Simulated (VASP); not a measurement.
A run of VASP 6.6.1 is set up as follows.

Contents of INCAR:

```
  ALGO = Normal
  EDIFF = 1E-6
  ENCUT = 520
  GGA = CA
  ISIF = 2
  ISMEAR = 0
  LASPH = True
  LCHARG = False
  LREAL = False
  LWAVE = False
  NBANDS = 26
  NELM = 80
  PREC = Accurate
  SIGMA = 0.05
```

The input KPOINTS:

```
k-points
0
Gamma
  9 9 4
```

Contents of POSCAR:

```
Mg2ZnO3
1.0
    3.0329985910      0.0000000000      0.0000000000
   -1.5164992955      2.6266538294      0.0000000000
    0.0000000000      0.0000000000      7.4033160000
Mg Zn O
2 1 3
Direct
    0.3333333300      0.6666666700      0.6658000000
    0.6666666700      0.3333333300      0.3342000000
    0.0000000000      0.0000000000      0.0000000000
    0.3384584859      0.6199996350      0.1719531668
    0.6666666700      0.3333333300      0.8273810000
    0.0000000000      0.0000000000      0.5000000000
```

Potentials or basis: VASP PAW LDA potentials, release 64 (Mg, Zn, O).

Command:

```console
$ cat potpaw_LDA.64/Mg/POTCAR potpaw_LDA.64/Zn/POTCAR potpaw_LDA.64/O/POTCAR > POTCAR
$ mpirun -np 1 vasp_std > vasp.out
```

Q: Estimate the pressure.

A: -12.2 GPa.

Q: What does it give for the largest force?

A: 0.565 eV/Å.

Forces in eV/Å, atoms in the order of the input:
```
Mg   0.003 -0.005  0.048
Mg   0.289 -0.242  0.082
Zn   0.005 -0.119 -0.092
O   -0.349  0.424 -0.134
O    0.019  0.006  0.114
O    0.033 -0.064 -0.017
```

Caveat: the cell stands under tension.
